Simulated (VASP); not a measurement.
Ge, 1 atom in the cell. It takes space group Im-3m (No. 229, cubic). Conventional cell: a = 3.011 Å, b = 3.011 Å, c = 3.011 Å, α = 90.00°, β = 90.00°, γ = 90.00°. Ge (site symmetry m-3m) has 14 Ge at 2.61 to 3.01 Å within 3.4 Å.  This cell differs from its parent crystal: volume scaled by 0.706, to set the pressure.

- Program: VASP 6.6.1
- Task: single point
- Functional: PBE
- Potentials or basis: VASP PAW PBE potentials, release 64 (Ge_d)
- Cutoff: 520 eV
- k mesh: 18 × 18 × 18
- Occupations: fermi-dirac, width 0.08 eV
- Spin: no spin polarisation
- Dipole correction: no
- Further INCAR settings: ALGO = Normal; EDIFF = 1e-06; NBANDS = 13

Potentials or basis: VASP PAW PBE potentials, release 64 (Ge_d).

Launch:

```bash
$ cat potpaw_PBE.64/Ge_d/POTCAR > POTCAR
$ mpirun -np 1 vasp_std > vasp.out
```

Hardware: 1 thread of Intel(R) Xeon(R) Platinum 8175M CPU @ 2.50GHz (Skylake/Cascade Lake) (shared host).

Q: Estimate the wall time of this run.

A: It took 24 s on 1 thread of Intel(R) Xeon(R) Platinum 8175M CPU @ 2.50GHz (Skylake/Cascade Lake), with other jobs on the host, peak memory 0.14 GiB. Counts: scf iterations 10, k points 195.
